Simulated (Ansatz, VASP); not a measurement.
Two plane-wave programs on BaTiO3

```xyz
5
Lattice="-3.9550 0.0000 0.0000 0.0000 -2.8175 2.8274 0.0000 2.8175 2.8274" Properties=species:S:1:pos:R:3 pbc="T T T"
Ba    0.0000    0.0000    0.0000
Ti   -1.9775    0.0000    2.9236
O     0.0000    0.0000    2.7652
O    -1.9775   -1.3744    4.2323
O    -1.9775    1.3744    4.2323
```

Alike in both runs: task single point; functional r2SCAN; k mesh 7 × 7 × 7; no spin polarisation.

|  | VASP | Ansatz |
| --- | --- | --- |
| version | VASP 6.6.1 | Ansatz 0.2.0 |
| potentials or method | VASP PAW PBE potentials, release 64 (Ba_sv, Ti_sv, O), cutoff 520 eV | PAW plane waves |
| occupations | fermi-dirac, width 0.1 eV | fermi-dirac |
| valence electrons in the cell | 40 | 40 |

Ansatz gave:

```
pressure (GPa)                                                : 3.3
traceless stress, the component that is largest in VASP (GPa) : -0.35
rms of the force components (eV/Å)                            : 0.129
```

Question: Estimate VASP's values.

Answer: Pressure (GPa): 5.4; traceless stress, the component that is largest in VASP (GPa): -0.34; rms of the force components (eV/Å): 0.126.

VASP's potentials were made for PBE, not for r2SCAN. Atom by atom the forces differ by 0.042 eV/Å (rms over components).

Neither program's run includes spin-orbit coupling.
